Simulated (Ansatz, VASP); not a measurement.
One calculation of Rh, two programs

File POSCAR:

```
Rh
1.0
    0.0000000000      1.9015500000      1.8064725000
    1.9015500000      0.0000000000      1.8064725000
    1.9015500000      1.9015500000      0.0000000000
Rh
1
Direct
    0.0000000000      0.0000000000      0.0000000000
```

File INCAR.step1:

```
PREC     = Accurate       # precision mode
ENCUT    = 520            # plane-wave cutoff, eV
ISMEAR   = 0              # smearing method
SIGMA    = 0.15           # smearing width, eV
LREAL    = False          # projectors in reciprocal space
LASPH    = True           # aspherical terms in the spheres
NELM     = 80             # most SCF steps
NBANDS   = 14             # bands
GGA      = PE             # functional
ALGO     = Normal         # electronic algorithm
EDIFF    = 1E-4           # SCF threshold, eV
LWAVE    = True           # write WAVECAR
LCHARG   = False          # write CHGCAR
```

INCAR.step2

```
PREC     = Accurate       # precision mode
ENCUT    = 520            # plane-wave cutoff, eV
EDIFF    = 1E-6           # SCF threshold, eV
ISMEAR   = 0              # smearing method
SIGMA    = 0.15           # smearing width, eV
LREAL    = False          # projectors in reciprocal space
LASPH    = True           # aspherical terms in the spheres
NELM     = 80             # most SCF steps
ALGO     = Normal         # electronic algorithm
ISIF     = 2              # what is computed and relaxed
LWAVE    = False          # write WAVECAR
LCHARG   = False          # write CHGCAR
METAGGA  = R2SCAN         # meta-GGA
LMIXTAU  = True         
NBANDS   = 14             # bands
ISTART   = 1
```

File KPOINTS:

```
Automatic mesh
0
Gamma
  22 22 22
```

Input for Ansatz:

```yaml
crystal:
  lattice:
    - [0.0, 1.90155, 1.8064725]
    - [1.90155, 0.0, 1.8064725]
    - [1.90155, 1.90155, 0.0]
  atoms:
    - { symbol: Rh, position: [0.0, 0.0, 0.0] }
basis:
  ecutwfc: 500
kpoints:
  mp_grid: { grid: [22, 22, 22] }
hamiltonian:
  xc: r2scan
scf:
  occupations: { method: gaussian, width: 0.15 }
output:
  forces: true
  stress: true
  eigenvalues: true
```

Change from the starting cell: strain +0.000 along x and y, -0.050 along z, atoms carried along.

Alike in both runs: task single point; functional r2SCAN; k mesh 22 × 22 × 22; occupations gaussian, width 0.15 eV; no spin polarisation.

|  | VASP | Ansatz |
| --- | --- | --- |
| version | VASP 6.6.1 | Ansatz 0.2.0 |
| potentials or method | VASP PAW PBE potentials, release 64 (Rh_pv), cutoff 520 eV | scalar-relativistic, plane waves, PAW |
| valence electrons in the cell | 15 | 17 |

```tsv
	VASP	Ansatz	Ansatz less VASP
gap on the k mesh at the Fermi level (eV)	none	none	-
pressure (GPa)	17.8	16.1	-1.69
traceless stress, the component that is largest in VASP (GPa)	9.17	9.12	-0.050
```

VASP's potentials were made for PBE, not for r2SCAN. A gap of «none» marks a metal or a gap that the smearing closes. The functional is the same, so the differences come from potentials, cutoffs and numerics. VASP's potentials hold 15 valence electrons a cell and Ansatz's 17, so a difference there can come from the potentials and not from the codes.
